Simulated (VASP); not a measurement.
Runs of VASP 6.6.1 on In. The structure is that of space group Fm-3m (No. 225), or close to it. The cells are those of the table. 

```tsv
task	level	spin	cell	k mesh	cutoff (eV)	smearing	grid for exact exchange (PRECFOCK)	share of exact exchange	screening parameter	gap on the mesh (eV)	pressure (GPa)	relaxed volume (Å³/atom)
relaxation of cell and atoms	PBE+D4	off	relaxed from a = 3.377 Å, angles 122.5, 122.5, 85.8°, 1 atom	11 × 11 × 11	600	fermi-dirac 0.05 eV	-	-	-	none	0.0	26.02
single point	RPBE+D3(BJ)	off	a = 3.377 Å, angles 122.5, 122.5, 85.8°, 1 atom	11 × 11 × 11	500	gaussian 0.1 eV	-	-	-	none	(a)	-
single point	PBE0	off	a = 3.308 Å, angles 122.5, 122.5, 85.8°, 1 atom	6 × 6 × 6	400	fermi-dirac 0.05 eV	Normal	0.25	-	none	(b)	-
single point	PBEsol-based screened hybrid with 25 % exact exchange	off	a = 3.290 Å, angles 120.9, 120.9, 88.5°, 1 atom	6 × 6 × 6	520	fermi-dirac 0.05 eV	Normal	0.25	0.207 1/Å	none	-0.9	-
single point	r2SCAN	non-collinear, zero start, SOC	a = 3.377 Å, angles 122.5, 122.5, 85.8°, 1 atom	8 × 8 × 8	520	fermi-dirac 0.05 eV	-	-	-	-	0.0	-
single point	PBE0	off	a = 3.354 Å, angles 122.5, 122.5, 85.8°, 1 atom	6 × 6 × 6	400	fermi-dirac 0.05 eV	Normal	0.25	-	none	-0.2	-
relaxation of cell and atoms	PBEsol+D3(BJ)	off	relaxed from a = 3.377 Å, angles 122.5, 122.5, 85.8°, 1 atom	11 × 11 × 11	600	fermi-dirac 0.05 eV	-	-	-	none	0.0	24.29
```

Alike in all rows: potentials or basis VASP PAW PBE potentials, release 64 (In_d).

Question: Estimate the missing entries.

Answer: (a) -14.8; (b) 2.5.

Caveats: some runs use coarse meshes; spin-orbit coupling is left out, which moves the levels of the heavy elements (at least some runs); the PAW data sets were made with another functional, which shifts forces and pressure a little (at least some runs); three body term missing (at least some runs); the cell stands under tension (at least some runs); the dispersion term is far too large for a dense solid, which distorts pressure and volume (at least some runs).

A k mesh can miss the band edges, and rows without SOC leave out spin-orbit coupling on In.

A gap of «none» marks levels without a gap at the run's occupations.
